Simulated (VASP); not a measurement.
Wanted: the native input for a VASP 6.6.1 run.

- Task: single point
- Functional: PBE
- Potentials or basis: VASP PAW PBE potentials, release 64 (Ca_sv, Ir, S)
- Cutoff: 520 eV
- k mesh: 6 × 6 × 6
- Occupations: gaussian, width 0.02 eV
- Spin: no spin polarisation
- Dipole correction: no
- Further INCAR settings: ALGO = Normal; EDIFF = 1e-07; NBANDS = 65

The structure of CaIr2S4 lies in POSCAR:

```
CaIr2S4
1.0
    0.0000000000      5.0296320917      5.0296320917
    5.0296320917      0.0000000000      5.0296320917
    5.0296320917      5.0296320917      0.0000000000
Ca Ir S
2 4 8
Direct
    0.2500000000      0.2500000000      0.2500000000
    0.0000000000      0.0000000000      0.0000000000
    0.1250000000      0.6250000000      0.6250000000
    0.6250000000      0.6250000000      0.1250000000
    0.6250000000      0.6250000000      0.6250000000
    0.6250000000      0.1250000000      0.6250000000
    0.3947122006      0.3947122006      0.3947122006
    0.8552877994      0.4341366018      0.8552877994
    0.3947122006      0.3947122006      0.8158633982
    0.8552877994      0.8552877994      0.8552877994
    0.4341366018      0.8552877994      0.8552877994
    0.8552877994      0.8552877994      0.4341366018
    0.3947122006      0.8158633982      0.3947122006
    0.8158633982      0.3947122006      0.3947122006
```

These files were run (other wordings do the same):

INCAR

```
  PREC = Accurate
  ENCUT = 520
  EDIFF = 1E-7
  ISMEAR = 0
  SIGMA = 0.02
  LREAL = False
  LASPH = True
  NELM = 100
  ALGO = Normal
  ISIF = 2
  LWAVE = False
  LCHARG = False
  GGA = PE
  NBANDS = 65
```

KPOINTS

```
Automatic mesh
0
Gamma
  6 6 6
```

Potentials or basis: VASP PAW PBE potentials, release 64 (Ca_sv, Ir, S).

Run with:

```bash
$ cat potpaw_PBE.64/Ca_sv/POTCAR potpaw_PBE.64/Ir/POTCAR potpaw_PBE.64/S/POTCAR > POTCAR
$ mpirun -np 1 vasp_std > vasp.out
```

It gave:

```
Pressure               : 17.7 GPa
Largest force          : 0.018 eV/Å
Band gap on the k mesh : 1.39 eV
```

Caveat: the cell stands under pressure; spin-orbit coupling is left out, which moves the levels of the heavy elements.

Wall time 5.6 min on 1 thread of Intel(R) Xeon(R) Platinum 8488C (Sapphire Rapids), on a shared host, peak memory 0.5 GiB.
